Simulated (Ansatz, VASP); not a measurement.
Li in VASP and in Ansatz

```
CELL_PARAMETERS angstrom
3.11100 0.00000 0.00000
-1.55550 2.80198 0.00000
0.00000 0.00000 5.09300
ATOMIC_POSITIONS crystal
Li 0.33333 0.66667 0.25000
Li 0.66667 0.33333 0.75000
```

Change from the starting cell: strain +0.0400 x Voigt [0, 1, 0, 0, 0, 0], atoms carried along.

Alike in both runs: task single point; functional PBEsol; k mesh 18 × 18 × 10; occupations gaussian, width 0.15 eV; no spin polarisation.

|  | VASP | Ansatz |
| --- | --- | --- |
| version | VASP 6.6.1 | Ansatz 0.2.0 |
| potentials or method | VASP PAW PBE potentials, release 64 (Li_sv), cutoff 520 eV | scalar-relativistic, plane waves, PAW |
| valence electrons in the cell | 6 | 6 |

|  | VASP | Ansatz | Ansatz less VASP |
| --- | --- | --- | --- |
| gap on the k mesh at the Fermi level (eV) | none | none | - |
| rms of the force components (eV/Å) | 0.011 | 0.011 | 0.0000 |

VASP's potentials were made for PBE, not for PBEsol. Atom by atom the forces differ by 0.000 eV/Å (rms over components). A gap of «none» marks a metal or a gap that the smearing closes. The functional is the same, so the differences come from potentials, cutoffs and numerics.

Noted on VASP's run: the cutoff is short for stress, so the pressure is rough.
